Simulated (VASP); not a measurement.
# WC (P-6m2) in VASP: notebook

Runs on WC. Level: r2SCAN. Tasks: single point.

Program: VASP 6.6.1. These are calculated values, not measurements. Logs are shortened: lines on timing, memory, paths and dates and some standing lists are left out, and cuts for length are marked.

### Step 1. The cell of the first run

The structure is hexagonal, space group P-6m2 (No. 187). Conventional cell: a = 2.940 Å, b = 2.940 Å, c = 2.753 Å, α = 90.00°, β = 90.00°, γ = 120.00°. W (site symmetry -6m2) has 6 C at 2.19 Å and 2 W at 2.75 Å within 2.9 Å. C (site symmetry -6m2) has 6 W at 2.19 Å and 2 C at 2.75 Å within 2.9 Å.

### Step 2. Single point, r2SCAN

POSCAR

```
WC
1.0
    2.9402392704      0.0000000000      0.0000000000
   -1.4701196352      2.5463219013      0.0000000000
    0.0000000000      0.0000000000      2.7530479113
W C
1 1
Direct
    0.0000000000      0.0000000000      0.0000000000
    0.6666666667      0.3333333333      0.5000000000
```

INCAR.step1

```
SYSTEM = WC
PREC = Accurate
ENCUT = 520
ISMEAR = 0
SIGMA = 0.15
LREAL = .False.
LASPH = .True.
NELM = 100
NBANDS = 16
GGA = PE
ALGO = Normal
EDIFF = 1E-4
LWAVE = .True.
LCHARG = .False.
```

INCAR.step2

```
SYSTEM = WC
PREC = Accurate
ENCUT = 520
EDIFF = 1E-7
ISMEAR = 0
SIGMA = 0.15
LREAL = .False.
LASPH = .True.
NELM = 100
ALGO = Normal
ISIF = 2
LWAVE = .False.
LCHARG = .False.
METAGGA = R2SCAN
LMIXTAU = .True.
NBANDS = 16
ISTART = 1
```

KPOINTS

```
Automatic mesh
0
Gamma
  21 21 18
  0 0 0
```

Potentials or basis: VASP PAW PBE potentials, release 64 (W_sv, C).

Run with:

```console
$ cat potpaw_PBE.64/W_sv/POTCAR potpaw_PBE.64/C/POTCAR > POTCAR
$ cp INCAR.step1 INCAR
$ mpirun -np 1 vasp_std > vasp.out
$ cp INCAR.step2 INCAR
$ mpirun -np 1 vasp_std > vasp.out
```

OUTCAR:

```text
SYSTEM = WC
   PREC = Accurate
   ENCUT = 520
   EDIFF = 1E-7
   ISMEAR = 0
   LREAL = .False.
   LASPH = .True.
   NELM = 100
   ISIF = 2
   METAGGA = R2SCAN
   ISTART = 1

 ion  position               nearest neighbor table
   1  0.000  0.000  0.000-   2 2.19   2 2.19   2 2.19   2 2.19   2 2.19   2 2.19
   2  0.667  0.333  0.500-   1 2.19   1 2.19   1 2.19   1 2.19   1 2.19   1 2.19

  LATTYP: Found a hexagonal cell.
 ALAT       =     2.9402392704
 C/A-ratio  =     0.9363346511

  Lattice vectors:

 A1 = (   2.9402392704,   0.0000000000,   0.0000000000)
 A2 = (  -1.4701196352,   2.5463219013,   0.0000000000)
 A3 = (   0.0000000000,   0.0000000000,   2.7530479113)

Analysis of symmetry for initial positions (statically):
=====================================================================
 Subroutine PRICEL returns:
 Original cell was already a primitive cell.

 Routine SETGRP: Setting up the symmetry group for a
 hexagonal supercell.

 Subroutine GETGRP returns: Found 12 space group operations
 (whereof 12 operations were pure point group operations)
 out of a pool of 24 trial point group operations.

The static configuration has the point symmetry D_3h.

Analysis of symmetry for dynamics (positions and initial velocities):
=====================================================================
 Subroutine PRICEL returns:
 Original cell was already a primitive cell.

 Routine SETGRP: Setting up the symmetry group for a
 hexagonal supercell.

 Subroutine GETGRP returns: Found 12 space group operations
 (whereof 12 operations were pure point group operations)
 out of a pool of 24 trial point group operations.

The dynamic configuration has the point symmetry D_3h.

 Subroutine INISYM returns: Found 12 space group operations
 (whereof 12 operations are pure point group operations),
 and found     1 'primitive' translations

----------------------------------------------------------------------------------------

                                     Primitive cell

  volume of cell :      20.6115

  direct lattice vectors                    reciprocal lattice vectors
     2.940239270  0.000000000  0.000000000     0.340108375  0.196361662  0.000000000
    -1.470119635  2.546321901  0.000000000     0.000000000  0.392723324  0.000000000
     0.000000000  0.000000000  2.753047911     0.000000000  0.000000000  0.363233780

  length of vectors
     2.940239270  2.940239270  2.753047911     0.392723324  0.392723324  0.363233780

  position of ions in fractional coordinates (direct lattice)
     0.000000000  0.000000000  0.000000000
     0.666666667  0.333333333  0.500000000

  ion indices of the primitive-cell ions
   primitive index   ion index
                 1           1
                 2           2

----------------------------------------------------------------------------------------

 KPOINTS: Automatic mesh

Automatic generation of k-mesh.
 Grid dimensions read from file:
 generate k-points for:   21   21   18

 Generating k-lattice:

  Cartesian coordinates                     Fractional coordinates (reciprocal lattice)
     0.016195637  0.009350555  0.000000000     0.047619048  0.000000000  0.000000000
     0.000000000  0.018701111  0.000000000     0.000000000  0.047619048  0.000000000
     0.000000000  0.000000000  0.020179654     0.000000000  0.000000000  0.055555556

  Length of vectors
     0.018701111  0.018701111  0.020179654

  Shift w.r.t. Gamma in fractional coordinates (k-lattice)
     0.000000000  0.000000000  0.000000000

 Subroutine IBZKPT returns following result:
 ===========================================

 Found    480 irreducible k-points:

 Following reciprocal coordinates:
            Coordinates               Weight
  0.000000  0.000000  0.000000      1.000000
  0.047619 -0.000000  0.000000      6.000000
  0.095238  0.000000  0.000000      6.000000
  0.142857  0.000000  0.000000      6.000000
  0.190476  0.000000  0.000000      6.000000
  0.238095 -0.000000  0.000000      6.000000
[... 16 lines left out ...]
  0.142857  0.095238  0.000000     12.000000
  0.190476  0.095238  0.000000     12.000000
 [... further k-points ...]
   k-points           NKPTS =    480   k-points in BZ     NKDIM =    480   number of bands    NBANDS=     16
   number of dos      NEDOS =    301   number of ions     NIONS =      2
   total plane-waves  NPLWV =  11520
   dimension x,y,z NGX =    24 NGY =   24 NGZ =   20
   dimension x,y,z NGXF=    48 NGYF=   48 NGZF=   40
   ions per type =               1   1
   NGX,Y,Z   is equivalent  to a cutoff of  13.57, 13.57, 12.08 a.u.
   NGXF,Y,Z  is equivalent  to a cutoff of  27.14, 27.14, 24.15 a.u.
 SYSTEM =  WC
   PREC   = accura    normal or accurate (medium, high low for compatibility)
   ISTART =      1    job   : 0-new  1-cont  2-samecut
   ICHARG =      0    charge: 1-file 2-atom 10-const
   ISPIN  =      1    spin polarized calculation?
   LNONCOLLINEAR =      F non collinear calculations
   LSORBIT =      F    spin-orbit coupling
   LASPH  =      T    aspherical Exc in radial PAW
   ENCUT  =  520.0 eV  38.22 Ry    6.18 a.u.   5.47  5.47  5.12*2*pi/ulx,y,z
   NELM   =    100;   NELMIN=  2; NELMDL=  0     # of ELM steps
   EDIFF  = 0.1E-06   stopping-criterion for ELM
   LREAL  =      F    real-space projection
   EDIFFG = 0.1E-05   stopping-criterion for IOM
   NSW    =      0    number of steps for IOM
   IBRION =     -1    ionic relax: 0-MD 1-quasi-New 2-CG
   NFREE  =      0    steps in history (QN), initial steepest desc. (CG)
   ISIF   =      2    stress and relaxation
   ISYM   =      2    0-nonsym 1-usesym 2-fastsym
   POTIM  = 0.5000    time-step for ionic-motion
   TEBEG  =    0.0;   TEEND  =   0.0 temperature during run
   PSTRESS=    0.0 pullay stress
   NELECT =      18.0000    total number of electrons
   NUPDOWN=      -1.0000    fix difference up-down
   EMIN   =  10.00;   EMAX   =-10.00  energy-range for DOS
   EFERMI =   0.00;   METHOD = LEGACY
   ISMEAR =     0;   SIGMA  =   0.15  broadening in eV -4-tet -1-fermi 0-gaus
   EFERMI_NEDOS =   21; number of points for ismear=-14 and -15
   IALGO  =     38    algorithm
   IMIX   =      4    mixing-type and parameters
     AMIX     =   0.40;   BMIX     =  1.00
     AMIX_MAG =   1.60;   BMIX_MAG =  1.00
  volume/ion in A,a.u.               =      10.31        69.55
  Fermi-wavevector in a.u.,A,eV,Ry     =   1.564813  2.957068 33.315762  2.448639
  Thomas-Fermi vector in A             =   2.667381
   LORBIT       =      0    0 simple, 1 ext, 2 COOP (PROOUT), +10 PAW based schemes
   METAGGA = R2SCAN    functional components
   LHFCALC =     F    Hartree Fock is set to
   AEXX    =    0.0000 exact exchange contribution
   IVDW    =     0    specifies the selected vdW correction
   LEPSILON=     F    determine dielectric tensor
   LRPA    =     F    only Hartree local field effects (RPA)
 non-spin polarized calculation
 Gauss-broadening in eV      SIGMA  =   0.15
  energy-cutoff  :      520.00
  volume of cell :       20.61
 maximum number of plane-waves:       575
 NGX is ok and might be reduce to    24

 number of electron      18.0000006 magnetization

 Free energy of the ion-electron system (eV)
  ---------------------------------------------------
  ext. energy  EPLUGINS =         0.00000000
  ---------------------------------------------------
  free energy    TOTEN  =       -61.55343162 eV

  energy without entropy =      -61.55002130  energy(sigma->0) =      -61.55172646

 E-fermi :  11.1084     XC(G=0): -14.9997

 val. band max:       11.0991673195   @ k =   0.0476  -0.0000   0.2778
 cond. band min:      11.1375065943   @ k =   0.0952   0.0476   0.3333
 fundamental gap:      0.0383392748
 Fermi energy:        11.1083909525

 k-point     1 :       0.0000    0.0000    0.0000
  band No.  band energies     occupation
      1     -64.8480      2.00000
      2     -28.1051      2.00000
      3     -28.1051      2.00000
      4     -28.0516      2.00000
      5      -4.2519      2.00000
      6       6.5531      2.00000
[... 8 lines left out ...]
     15      26.6906      0.00000
     16      28.4152      0.00000

 k-point     2 :       0.0476   -0.0000    0.0000
  band No.  band energies     occupation
      1     -64.8467      2.00000
      2     -28.1237      2.00000
      3     -28.1093      2.00000
      4     -28.0493      2.00000
      5      -4.1913      2.00000
      6       6.5558      2.00000
[... 8 lines left out ...]
     15      26.4715      0.00000
     16      28.5458      0.00000

 k-point     3 :       0.0952    0.0000    0.0000
  band No.  band energies     occupation
      1     -64.8430      2.00000
      2     -28.1776      2.00000
      3     -28.1214      2.00000
      4     -28.0427      2.00000
      5      -4.0130      2.00000
      6       6.4700      2.00000
[... 8 lines left out ...]
     15      26.1080      0.00000
     16      28.9253      0.00000

 k-point     4 :       0.1429    0.0000    0.0000
  band No.  band energies     occupation
      1     -64.8373      2.00000
      2     -28.2612      2.00000
      3     -28.1404      2.00000
      4     -28.0323      2.00000
      5      -3.7275      2.00000
      6       6.1430      2.00000
[... 8 lines left out ...]
     15      25.8412      0.00000
     16      29.5206      0.00000
[... 324 lines left out ...]
 k-point    22 :       0.0952    0.0952    0.0000
  band No.  band energies     occupation
      1     -64.8340      2.00000
      2     -28.3033      2.00000
      3     -28.1560      2.00000
      4     -28.0265      2.00000
      5      -3.5620      2.00000
      6       5.9483      2.00000
[... 8 lines left out ...]
     15      25.7932      0.00000
     16      29.6948      0.00000

 k-point    23 :       0.1429    0.0952    0.0000
  band No.  band energies     occupation
      1     -64.8270      2.00000
      2     -28.3978      2.00000
      3     -28.1845      2.00000
      4     -28.0138      2.00000
      5      -3.1956      2.00000
      6       5.5265      2.00000
[... 8 lines left out ...]
     15      25.7920      0.00000
     16      30.1669      0.00000

 k-point    24 :       0.1905    0.0952    0.0000
  band No.  band energies     occupation
      1     -64.8191      2.00000
      2     -28.5023      2.00000
      3     -28.2168      2.00000
      4     -27.9995      2.00000
      5      -2.7626      2.00000
      6       5.0855      2.00000
[... 8 lines left out ...]
     15      25.9923      0.00000
     16      30.1244      0.00000

 [... further k-points ...]

------------------------ aborting loop because EDIFF is reached ----------------------------------------

  FORCE on cell =-STRESS in cart. coord.  units (eV):
  Direction    XX          YY          ZZ          XY          YZ          ZX
  --------------------------------------------------------------------------------------
  -------------------------------------------------------------------------------------
  Total       -0.2527776     -0.2527776      3.8434969      0.0000000      0.0000000      0.0000000
  in kB      -19.6489542    -19.6489542    298.7633824      0.0000000      0.0000000      0.0000000
  external PRESSURE =      86.4884913 kB  Pullay stress =       0.0000000 kB

 VOLUME and BASIS-vectors are now :
 -----------------------------------------------------------------------------
  energy-cutoff  :      520.00
  volume of cell :       20.61
      direct lattice vectors                 reciprocal lattice vectors
     2.940239270  0.000000000  0.000000000     0.340108375  0.196361662  0.000000000
    -1.470119635  2.546321901  0.000000000     0.000000000  0.392723324  0.000000000
     0.000000000  0.000000000  2.753047911     0.000000000  0.000000000  0.363233780

 POSITION                                       TOTAL-FORCE (eV/Angst)
 -----------------------------------------------------------------------------------
      0.00000      0.00000      0.00000         0.000000     -0.000000      0.000000
      1.47012      0.84877      1.37652        -0.000000      0.000000      0.000000
 -----------------------------------------------------------------------------------
    total drift:                               -0.000000      0.000000      0.000000

  FREE ENERGIE OF THE ION-ELECTRON SYSTEM (eV)
  ---------------------------------------------------
  free  energy   TOTEN  =       -61.5534316168 eV

  energy  without entropy=      -61.5500212973  energy(sigma->0) =      -61.55172646
```

Wall time 3.9 min (1 thread of Intel Xeon Platinum 8488C (Sapphire Rapids), shared host); peak memory 0.26 GiB.

Results:

* Free energy: -61.5534 eV
* Pressure: 8.6 GPa
* Band gap on the k mesh: zero (band 9 reaches 11.99 eV, above the bottom of band 10 at 10.53 eV)

Levels at points of the mesh, in eV from the Fermi level:
```csv
k point,band 6,band 7,band 8,band 9,band 10,band 11,band 12,band 13
"(0.00, 0.00, 0.00)",-4.56,-3.86,-3.86,0.51,3.52,3.52,6.15,6.15
"(0.00, 0.00, 0.50)",-9.02,-2.57,-2.57,-0.58,-0.58,4.55,4.60,4.60
```

Caveat: the PAW data sets were made with another functional, which shifts forces and pressure a little; spin-orbit coupling is left out, which moves the levels of the heavy elements.

### Step 3. Single point, r2SCAN

This run uses another cell than the first one, of the same volume but with other edges.

POSCAR

```
WC
1.0
    2.6576143944      0.0000000000      0.0000000000
   -1.3288071972      2.3015615790      0.0000000000
    0.0000000000      0.0000000000      3.3697306049
W C
1 1
Direct
    0.0000000000      0.0000000000      0.0000000000
    0.6666666667      0.3333333333      0.5000000000
```

INCAR.step1

```
SYSTEM = WC
  PREC = Accurate
  ENCUT = 520
  ISMEAR = 0
  SIGMA = 0.15
  LREAL = .FALSE.
  LASPH = .TRUE.
  NELM = 60
  NBANDS = 16
  GGA = PE
  ALGO = Normal
  EDIFF = 1E-4
  LWAVE = .TRUE.
  LCHARG = .FALSE.
```

INCAR.step2

```
SYSTEM = WC
  PREC = Accurate
  ENCUT = 520
  EDIFF = 1E-6
  ISMEAR = 0
  SIGMA = 0.15
  LREAL = .FALSE.
  LASPH = .TRUE.
  NELM = 60
  ALGO = Normal
  ISIF = 2
  LWAVE = .FALSE.
  LCHARG = .TRUE.
  METAGGA = R2SCAN
  LMIXTAU = .TRUE.
  LELF = .TRUE.
  LVHAR = .TRUE.
  NBANDS = 16
  ISTART = 1
```

KPOINTS

```
Automatic mesh
0
G
  24 24 18
  0 0 0
```

Potentials or basis: VASP PAW PBE potentials, release 64 (W_sv, C).

Run with:

```console
$ cat potpaw_PBE.64/W_sv/POTCAR potpaw_PBE.64/C/POTCAR > POTCAR
$ cp INCAR.step1 INCAR
$ mpirun -np 1 vasp_std > vasp.out
$ cp INCAR.step2 INCAR
$ mpirun -np 1 vasp_std > vasp.out
```

It took 9.3 min on 1 thread of AMD EPYC 7R13 (Zen 3), shared host; peak memory 0.28 GiB.

It converged, with:

| Property | Result |
| --- | --- |
| Free energy | -59.5988 eV |
| Pressure | 13.9 GPa |
| Band gap on the k mesh | zero (band 9 reaches 12.33 eV, above the bottom of band 10 at 10.94 eV) |

Stress tensor (GPa, compression positive):
```
 65.42   0.00   0.00
  0.00  65.42   0.00
  0.00   0.00 -89.22
```

Levels at points of the mesh, in eV from the Fermi level:
| k point | band 7 | band 8 | band 9 | band 10 | band 11 | band 12 |
| --- | --- | --- | --- | --- | --- | --- |
| (0.00, 0.00, 0.00) | -2.66 | -2.14 | -2.14 | 3.41 | 3.41 | 4.76 |
| (0.50, 0.00, 0.00) | -6.37 | -4.89 | 0.86 | 1.80 | 5.27 | 6.39 |
| (0.00, 0.00, 0.50) | -1.43 | -1.10 | -1.10 | 0.43 | 0.43 | 5.57 |
| (0.50, 0.00, 0.50) | -5.52 | -2.59 | -0.87 | 2.81 | 4.74 | 6.33 |

Caveat: the PAW data sets were made with another functional, which shifts forces and pressure a little; spin-orbit coupling is left out, which moves the levels of the heavy elements.
